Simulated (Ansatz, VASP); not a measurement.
## GaP: VASP beside Ansatz

```
Ga P
1.0
     0.00000    2.70696    2.70696
     2.70696    0.00000    2.70696
     2.70696    2.70696    0.00000
Ga P
1 1
Direct
  0.00000 0.00000 0.00000
  0.75000 0.75000 0.75000
```

Change from the starting cell: volume scaled by 0.98, PAW files.

Alike in both runs: task electric field gradients; functional PBE; k mesh 10 × 10 × 10; occupations fermi-dirac, width 0.05 eV; no spin polarisation.

|  | VASP | Ansatz |
| --- | --- | --- |
| version | VASP 6.6.1 | Ansatz 0.2.0 |
| potentials or method | VASP PAW PBE potentials, release 64 (Ga_d, P) | PAW with Ansatz's default frozen-core files, scalar-relativistic |
| plane-wave cutoff (eV) | 520 | 420 |
| valence electrons in the cell | 18 | 18 |

```tsv
	VASP	Ansatz	Ansatz less VASP
pressure (GPa)	4.3	4.4	+0.04
```

With one functional, cell and mesh, what is left measures potentials, basis and numerics.
